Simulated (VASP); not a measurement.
# Al12Cl in VASP: relaxation of the atoms with PBE

Aim: the relaxation of the atoms of Al12Cl with PBE.

Everything below comes from runs of VASP 6.6.1. Logs are shortened: lines on timing, memory, paths and dates and some standing lists are left out, and cuts for length are marked.

**1. The cell of the first run**

The cell holds a slab with vacuum, 13 atoms: a = 5.714 Å, b = 5.714 Å, c = 20.101 Å, α = 90.00°, β = 90.00°, γ = 120.00°.

**2. Relaxation of the atoms, PBE**

INCAR

```
PREC     = Accurate       # precision mode
ENCUT    = 520            # plane-wave cutoff, eV
EDIFF    = 1E-6           # SCF threshold, eV
ISMEAR   = 0              # smearing method
SIGMA    = 0.1            # smearing width, eV
LREAL    = F              # projectors in reciprocal space
LASPH    = T              # aspherical terms in the spheres
NELM     = 60             # most SCF steps
ALGO     = Normal         # electronic algorithm
ISIF     = 2              # what is computed and relaxed
LWAVE    = F              # write WAVECAR
LCHARG   = F              # write CHGCAR
LDIPOL   = T            
IDIPOL   = 3            
DIPOL    = 0.5 0.5 0.331
GGA      = PE             # functional
IBRION   = 2              # ionic algorithm
NSW      = 36             # ionic steps
EDIFFG   = -0.025         # ionic threshold
KPAR     = 4
```

KPOINTS

```
Automatic mesh
0
Gamma
  6 6 1
```

POSCAR

```
Al12Cl
1.0
    5.7135165838      0.0000000000      0.0000000000
   -2.8567582919      4.9480505065      0.0000000000
    0.0000000000      0.0000000000     20.1013781901
Al Cl
12 1
Selective dynamics
Direct
    0.3333333333      0.1666666667      0.1989913310  F F F
    0.3333333333      0.6666666667      0.1989913310  F F F
    0.8333333333      0.1666666667      0.1989913310  F F F
    0.8333333333      0.6666666667      0.1989913310  F F F
    0.1666666667      0.3333333333      0.3134471574  F F F
    0.1666666667      0.8333333333      0.3134471574  F F F
    0.6666666667      0.3333333333      0.3134471574  F F F
    0.6666666667      0.8333333333      0.3134471574  F F F
    0.0000000000      0.0000000000      0.4278999235  F F F
    0.0000000000      0.5000000000      0.4278999235  F F F
    0.5000000000      0.0000000000      0.4278999235  F F F
    0.5000000000      0.5000000000      0.4278999235  F F F
    0.1666666667      0.0833333333      0.5374720929  F F T
```

Potentials or basis: VASP PAW PBE potentials, release 64 (Al, Cl).

Launch:

```bash
$ cat potpaw_PBE.64/Al/POTCAR potpaw_PBE.64/Cl/POTCAR > POTCAR
$ mpirun -np 4 vasp_std > vasp.out
```

OUTCAR:

```text
PREC = Accurate
   ENCUT = 520
   EDIFF = 1E-6
   ISMEAR = 0
   LREAL = F
   LASPH = T
   NELM = 60
   ISIF = 2
   GGA = PE
   IBRION = 2
   NSW = 36
   EDIFFG = -0.025

 ion  position               nearest neighbor table
   1  0.333  0.167  0.199-   5 2.83   6 2.83   7 2.83   4 2.86   2 2.86   2 2.86   4 2.86   3 2.86
                             3 2.86
   2  0.333  0.667  0.199-   6 2.83   5 2.83   8 2.83   3 2.86   1 2.86   1 2.86   3 2.86   4 2.86
                             4 2.86
   3  0.833  0.167  0.199-   7 2.83   8 2.83   5 2.83   4 2.86   2 2.86   4 2.86   2 2.86   1 2.86
                             1 2.86
   4  0.833  0.667  0.199-   8 2.83   7 2.83   6 2.83   3 2.86   1 2.86   3 2.86   1 2.86   2 2.86
                             2 2.86
   5  0.167  0.333  0.313-   9 2.83  12 2.83  10 2.83   1 2.83   2 2.83   3 2.83   8 2.86   6 2.86
                             6 2.86   8 2.86   7 2.86   7 2.86
   6  0.167  0.833  0.313-  10 2.83  11 2.83   9 2.83   2 2.83   1 2.83   4 2.83   7 2.86   5 2.86
                             5 2.86   7 2.86   8 2.86   8 2.86
   7  0.667  0.333  0.313-  11 2.83  10 2.83  12 2.83   3 2.83   4 2.83   1 2.83   8 2.86   6 2.86
                             8 2.86   6 2.86   5 2.86   5 2.86
   8  0.667  0.833  0.313-  12 2.83   9 2.83  11 2.83   4 2.83   3 2.83   2 2.83   7 2.86   5 2.86
                             7 2.86   5 2.86   6 2.86   6 2.86
   9  0.000  0.000  0.428-  13 2.35   5 2.83   8 2.83   6 2.83  12 2.86  10 2.86  10 2.86  12 2.86
                            11 2.86  11 2.86
  10  0.000  0.500  0.428-   6 2.83   7 2.83   5 2.83   9 2.86  11 2.86   9 2.86  11 2.86  12 2.86
                            12 2.86
  11  0.500  0.000  0.428-   7 2.83   6 2.83   8 2.83  10 2.86  12 2.86  12 2.86  10 2.86   9 2.86
                             9 2.86
  12  0.500  0.500  0.428-   8 2.83   5 2.83   7 2.83   9 2.86  11 2.86  11 2.86   9 2.86  10 2.86
                            10 2.86
  13  0.167  0.083  0.537-   9 2.35

  LATTYP: Found a hexagonal cell.
 ALAT       =     5.7135165838
 C/A-ratio  =     3.5182147274

  Lattice vectors:

 A1 = (   5.7135165838,   0.0000000000,   0.0000000000)
 A2 = (  -2.8567582919,   4.9480505065,   0.0000000000)
 A3 = (   0.0000000000,   0.0000000000,  20.1013781901)

Analysis of symmetry for initial positions (statically):
=====================================================================
 Subroutine PRICEL returns:
 Original cell was already a primitive cell.

 Routine SETGRP: Setting up the symmetry group for a
 hexagonal supercell.

 Subroutine GETGRP returns: Found  2 space group operations
 (whereof  2 operations were pure point group operations)
 out of a pool of 24 trial point group operations.

The static configuration has the point symmetry C_1h.

Analysis of symmetry for dynamics (positions and initial velocities):
=====================================================================
 Subroutine PRICEL returns:
 Original cell was already a primitive cell.

 Routine SETGRP: Setting up the symmetry group for a
 hexagonal supercell.

 Subroutine GETGRP returns: Found  2 space group operations
 (whereof  2 operations were pure point group operations)
 out of a pool of 24 trial point group operations.

The dynamic configuration has the point symmetry C_1h.

Analysis of constrained symmetry for selective dynamics:
=====================================================================
 Subroutine PRICEL returns:
 Original cell was already a primitive cell.

 Routine SETGRP: Setting up the symmetry group for a
 hexagonal supercell.

 Subroutine GETGRP returns: Found  2 space group operations
 (whereof  2 operations were pure point group operations)
 out of a pool of 24 trial point group operations.

The constrained configuration has the point symmetry C_1h.

 Subroutine INISYM returns: Found  2 space group operations
 (whereof  2 operations are pure point group operations),
 and found     1 'primitive' translations

----------------------------------------------------------------------------------------

                                     Primitive cell

  volume of cell :     568.2814

  direct lattice vectors                    reciprocal lattice vectors
     5.713516584  0.000000000  0.000000000     0.175023558  0.101049898  0.000000000
[... 57 lines left out ...]

 Subroutine IBZKPT returns following result:
 ===========================================

 Found     13 irreducible k-points:

 Following reciprocal coordinates:
            Coordinates               Weight
  0.000000  0.000000  0.000000      1.000000
  0.166667  0.000000  0.000000      2.000000
  0.000000  0.166667  0.000000      4.000000
  0.333333  0.000000  0.000000      2.000000
  0.000000  0.333333  0.000000      4.000000
  0.500000  0.000000  0.000000      1.000000
  0.000000  0.500000  0.000000      2.000000
  0.166667  0.166667  0.000000      4.000000
 -0.166667  0.333333  0.000000      2.000000
  0.333333  0.166667  0.000000      4.000000
 -0.166667  0.500000  0.000000      4.000000
  0.500000  0.333333  0.000000      4.000000
  0.333333  0.333333  0.000000      2.000000
   k-points           NKPTS =     13   k-points in BZ     NKDIM =     13   number of bands    NBANDS=     28
   number of dos      NEDOS =    301   number of ions     NIONS =     13
   total plane-waves  NPLWV = 264600
   dimension x,y,z NGX =    42 NGY =   42 NGZ =  150
   dimension x,y,z NGXF=    84 NGYF=   84 NGZF=  300
   ions per type =              12   1
   NGX,Y,Z   is equivalent  to a cutoff of  12.22, 12.22, 12.41 a.u.
   NGXF,Y,Z  is equivalent  to a cutoff of  24.44, 24.44, 24.81 a.u.
 SYSTEM =  unknown system
   PREC   = accura    normal or accurate (medium, high low for compatibility)
   ISTART =      0    job   : 0-new  1-cont  2-samecut
   ICHARG =      2    charge: 1-file 2-atom 10-const
   ISPIN  =      1    spin polarized calculation?
   LNONCOLLINEAR =      F non collinear calculations
   LSORBIT =      F    spin-orbit coupling
   LASPH  =      T    aspherical Exc in radial PAW
   ENCUT  =  520.0 eV  38.22 Ry    6.18 a.u.  10.62 10.62 37.38*2*pi/ulx,y,z
   NELM   =     60;   NELMIN=  2; NELMDL= -5     # of ELM steps
   EDIFF  = 0.1E-05   stopping-criterion for ELM
   LREAL  =      F    real-space projection
   EDIFFG = -.3E-01   stopping-criterion for IOM
   NSW    =     36    number of steps for IOM
   IBRION =      2    ionic relax: 0-MD 1-quasi-New 2-CG
   NFREE  =      1    steps in history (QN), initial steepest desc. (CG)
   ISIF   =      2    stress and relaxation
   ISYM   =      2    0-nonsym 1-usesym 2-fastsym
   POTIM  = 0.5000    time-step for ionic-motion
   TEBEG  =    0.0;   TEEND  =   0.0 temperature during run
   PSTRESS=    0.0 pullay stress
   NELECT =      43.0000    total number of electrons
   NUPDOWN=      -1.0000    fix difference up-down
   EMIN   =  10.00;   EMAX   =-10.00  energy-range for DOS
   EFERMI =   0.00;   METHOD = LEGACY
   ISMEAR =     0;   SIGMA  =   0.10  broadening in eV -4-tet -1-fermi 0-gaus
   EFERMI_NEDOS =   21; number of points for ismear=-14 and -15
   IALGO  =     38    algorithm
   IMIX   =      4    mixing-type and parameters
     AMIX     =   0.40;   BMIX     =  1.00
     AMIX_MAG =   1.60;   BMIX_MAG =  1.00
  volume/ion in A,a.u.               =      43.71       295.00
  Fermi-wavevector in a.u.,A,eV,Ry     =   0.692431  1.308505  6.523459  0.479461
  Thomas-Fermi vector in A             =   1.774362
   LORBIT       =      0    0 simple, 1 ext, 2 COOP (PROOUT), +10 PAW based schemes
   GGA     = PE    functional components
   LHFCALC =     F    Hartree Fock is set to
   AEXX    =    0.0000 exact exchange contribution
   IVDW    =     0    specifies the selected vdW correction
   LEPSILON=     F    determine dielectric tensor
   LRPA    =     F    only Hartree local field effects (RPA)
 conjugate gradient relaxation of ions
 non-spin polarized calculation
 Gauss-broadening in eV      SIGMA  =   0.10
  energy-cutoff  :      520.00
  volume of cell :      568.28
 maximum number of plane-waves:     15351
   NGX = 21   NGY = 21   NGZ = 75

 dipolmoment           0.000000      0.000000     -0.085787 electrons x Angstroem

--------------------------------------- Ionic step        1  -------------------------------------------

 number of electron      43.0000001 magnetization

 Free energy of the ion-electron system (eV)
  ---------------------------------------------------
  ext. energy  EPLUGINS =         0.00000000
  ---------------------------------------------------
  free energy    TOTEN  =       -45.66151522 eV

  energy without entropy =      -45.62653802  energy(sigma->0) =      -45.64402662

------------------------ aborting loop because EDIFF is reached ----------------------------------------

  FORCE on cell =-STRESS in cart. coord.  units (eV):
  Direction    XX          YY          ZZ          XY          YZ          ZX
  --------------------------------------------------------------------------------------
  -------------------------------------------------------------------------------------
  Total       -2.9494387     -2.6839875      0.0275827     -0.2298875     -0.1751909     -0.3034396
  in kB       -8.3154643     -7.5670676      0.0777648     -0.6481306     -0.4939223     -0.8554987
  external PRESSURE =      -5.2682557 kB  Pullay stress =       0.0000000 kB
[... 128 lines left out ...]
--------------------------------------- Ionic step        4  -------------------------------------------

 number of electron      43.0000002 magnetization

 dipolmoment           0.000000      0.000000      0.164571 electrons x Angstroem

 Free energy of the ion-electron system (eV)
  ---------------------------------------------------
  ext. energy  EPLUGINS =         0.00000000
  ---------------------------------------------------
  free energy    TOTEN  =       -45.66791277 eV

  energy without entropy =      -45.63294167  energy(sigma->0) =      -45.65042722

 E-fermi :   0.2751     XC(G=0):  -4.7706

 val. band max:        0.2664395777   @ k =  -0.1667   0.5000   0.0000
 cond. band min:       0.3126899267   @ k =   0.0000   0.0000   0.0000
 fundamental gap:      0.0462503490
 Fermi energy:         0.2751427329

 k-point     1 :       0.0000    0.0000    0.0000
  band No.  band energies     occupation
      1     -15.3324      2.00000
      2     -10.3605      2.00000
      3      -8.6571      2.00000
      4      -6.0918      2.00000
      5      -4.7803      2.00000
      6      -4.6000      2.00000
[... 392 lines left out ...]
     27       2.5703      0.00000
     28       2.8910      0.00000

------------------------ aborting loop because EDIFF is reached ----------------------------------------

 vacuum level on the upper side and lower side of the slab       (xc-potential included)         0.292        -0.756

  FORCE on cell =-STRESS in cart. coord.  units (eV):
  Direction    XX          YY          ZZ          XY          YZ          ZX
  --------------------------------------------------------------------------------------
  -------------------------------------------------------------------------------------
  Total       -2.7741599     -2.5269297      0.5850161     -0.2141077     -0.1289437     -0.2233371
  in kB       -7.8212943     -7.1242686      1.6493582     -0.6036420     -0.3635358     -0.6296626
  external PRESSURE =      -4.4320682 kB  Pullay stress =       0.0000000 kB
[... 28 lines left out ...]
  FREE ENERGIE OF THE ION-ELECTRON SYSTEM (eV)
  ---------------------------------------------------
  free  energy   TOTEN  =       -45.6679127672 eV

  energy  without entropy=      -45.6329416691  energy(sigma->0) =      -45.65042722

 reached required accuracy - stopping structural energy minimisation

 vacuum level on the upper side and lower side of the slab         5.084         3.999
```

Run time: 4.9 min. Hardware: 4 MPI ranks of Intel Xeon Platinum 8375C at 2.90GHz (Ice Lake), shared host; peak memory 0.74 GiB.

What came out:

```
Free energy               : -45.6679 eV
Energy gained by relaxing : 0.5 meV/atom
Ionic steps               : 4
Band gap on the k mesh    : zero (an odd number of electrons rules out a gap without spin polarisation)
```

The path:
| step | energy change (eV) | largest force on free atoms (eV/Å) | pressure (GPa) |
| --- | --- | --- | --- |
| 1 | 0.0000 | 0.2839 | -0.53 |
| 2 | -0.0033 | 0.2009 | -0.50 |
| 3 | -0.0061 | 0.0631 | -0.42 |
| 4 | -0.0064 | 0.0012 | -0.44 |

Final structure:
```
Al Cl
1.0
     5.71352    0.00000    0.00000
    -2.85676    4.94805    0.00000
     0.00000    0.00000   20.10138
Al Cl
12 1
Direct
  0.33333 0.16667 0.19899
  0.33333 0.66667 0.19899
  0.83333 0.16667 0.19899
  0.83333 0.66667 0.19899
  0.16667 0.33333 0.31345
  0.16667 0.83333 0.31345
  0.66667 0.33333 0.31345
  0.66667 0.83333 0.31345
  0.00000 0.00000 0.42790
  0.00000 0.50000 0.42790
  0.50000 0.00000 0.42790
  0.50000 0.50000 0.42790
  0.16667 0.08333 0.53530
```

The gap in the log of VASP goes by the Fermi energy; the results here count the filled bands.